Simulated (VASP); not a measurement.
ZnF2:

```
Zn F
1.0
     4.70480    0.00000    0.00000
     0.00000    4.70480    0.00000
     0.00000    0.00000    3.13380
Zn F
2 4
Cartesian
  0.0000 0.0000 0.0000
  2.3524 2.3524 1.5669
  1.4227 1.4227 0.0000
  0.9297 3.7751 1.5669
  3.2821 3.2821 0.0000
  3.7751 0.9297 1.5669
```

Program: VASP 6.6.1. Alike in all runs: task single point; potentials or basis VASP PAW PBE potentials, release 64 (Zn, F); no spin polarisation; cell as given; k mesh 4 × 4 × 5; cutoff (eV) 600; smearing gaussian 0.01 eV.

Question: Order these runs on this cell by their band gap on the k mesh, lowest first.
A. level PBE+U; U Zn d U = 6.0 eV
B. level PBE
C. level PBE+U; U Zn d U = 2.0 eV
D. level PBE+U; U Zn d U = 4.0 eV

Answer: B (3.48 eV), C (3.96 eV), D (4.34 eV), A (4.63 eV).

A k mesh can miss the band edges.
